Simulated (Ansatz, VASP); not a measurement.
AlN: VASP beside Ansatz

File POSCAR:

```
AlN
1.0
    3.1066945332      0.0000000000      0.0000000000
   -1.5533472666      2.6904763876      0.0000000000
    0.0000000000      0.0000000000      4.9785887007
Al N
2 2
Direct
    0.3333333333      0.6666666667     -0.0007956004
    0.6666666667      0.3333333333      0.4992043996
    0.3333333333      0.6666666667      0.3807956004
    0.6666666667      0.3333333333      0.8807956004
```

Contents of INCAR.step1:

```
PREC = Accurate ; ENCUT = 520
EDIFF = 1E-5 ; ISMEAR = 0
SIGMA = 0.01 ; LREAL = F
LASPH = T ; NELM = 100
ALGO = Normal ; ISIF = 2
LWAVE = T ; NBANDS = 16
GGA = PE
```

Contents of INCAR.step2:

```
PREC = Accurate ; ENCUT = 520
EDIFF = 1E-6 ; ISMEAR = 0
SIGMA = 0.01 ; LREAL = F
LASPH = T ; NELM = 100
ALGO = Normal ; ISIF = 2
LWAVE = F ; LCHARG = T
GGA = PE ; LHFCALC = T
AEXX = 0.25 ; PRECFOCK = Normal
LELF = T ; LVHAR = T
NBANDS = 16 ; ISTART = 1
```

KPOINTS

```
Automatic mesh
0
Gamma
  6 6 4
```

Input for Ansatz:

```yaml
crystal:
  lattice:
    - [3.1066945332, 0.0, 0.0]
    - [-1.5533472666, 2.6904763876, 0.0]
    - [0.0, 0.0, 4.9785887007]
  atoms:
    - { symbol: Al, position: [0.3333333333, 0.6666666667, -0.0007956004] }
    - { symbol: Al, position: [0.6666666667, 0.3333333333, 0.4992043996] }
    - { symbol: "N", position: [0.3333333333, 0.6666666667, 0.3807956004] }
    - { symbol: "N", position: [0.6666666667, 0.3333333333, 0.8807956004] }
kpoints:
  mp_grid: { grid: [6, 6, 4] }
  band_path:
    path:
      - [0.0, 0.0, 0.0]
      - [0.5, 0.0, 0.0]
      - [0.3333333333, 0.3333333333, 0.0]
      - [0.0, 0.0, 0.5]
      - [0.5, 0.0, 0.5]
      - [0.3333333333, 0.3333333333, 0.5]
    npoints: 1
hamiltonian:
  xc: pbe0
scf:
  occupations: { method: fixed }
  n_extra_bands: 5
output:
  forces: true
  stress: true
  eigenvalues: true
  write_density: true
  write_potential: true
  elf: true
  volumetric_format: npy
```

Alike in both runs: task single point; functional PBE0; k mesh 6 × 6 × 4; no spin polarisation.

|  | VASP | Ansatz |
| --- | --- | --- |
| version | VASP 6.6.1 | Ansatz 0.2.0 |
| potentials or method | VASP PAW PBE potentials, release 64 (Al, N) | plane waves, PAW |
| plane-wave cutoff (eV) | 520 | 420 |
| occupations | gaussian, width 0.01 eV | fixed |
| valence electrons in the cell | 16 | 16 |

|  | VASP | Ansatz | Ansatz less VASP |
| --- | --- | --- | --- |
| gap on the k mesh at the Fermi level (eV) | 6.33 | 6.33 | -0.009 |
| pressure (GPa) | -0.8 | -0.7 | +0.09 |
| traceless stress, the component that is largest in VASP (GPa) | -0.10 | -0.18 | -0.079 |
| rms of the force components (eV/Å) | 0.004 | 0.006 | +0.0016 |

Atom by atom the forces differ by 0.002 eV/Å (rms over components). Ansatz's warnings: stress exchange threshold loose, stress scf threshold loose.
